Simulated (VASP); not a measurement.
Input of a VASP 6.6.1 run:

INCAR

```
SYSTEM = CuO2
PREC = Accurate
ENCUT = 520
EDIFF = 1E-7
ISMEAR = 0
SIGMA = 0.1
LREAL = .FALSE.
LASPH = .TRUE.
NELM = 100
ALGO = Normal
ISIF = 2
LWAVE = .FALSE.
LCHARG = .FALSE.
GGA = PS
NBANDS = 18
```

Contents of KPOINTS:

```
regular mesh
0
G
  16 16 16
  0 0 0
```

File POSCAR:

```
CuO2
1.0
    0.0000000000      2.3844798777      2.3844798777
    2.3844798777      0.0000000000      2.3844798777
    2.3844798777      2.3844798777      0.0000000000
Cu O
1 2
Direct
    0.0000000000      0.0000000000      0.0000000000
    0.2500000000      0.2500000000      0.2500000000
    0.7500000000      0.7500000000      0.7500000000
```

Potentials or basis: VASP PAW PBE potentials, release 64 (Cu, O).

Launch:

```console
$ cat potpaw_PBE.64/Cu/POTCAR potpaw_PBE.64/O/POTCAR > POTCAR
$ mpirun -np 1 vasp_std > vasp.out
```

Estimate the pressure.

-1.3 GPa.

Caveat: the PAW data sets were made with another functional, which shifts forces and pressure a little; an odd number of electrons without spin polarisation forces a metal; a magnetic or distorted state may lie lower.
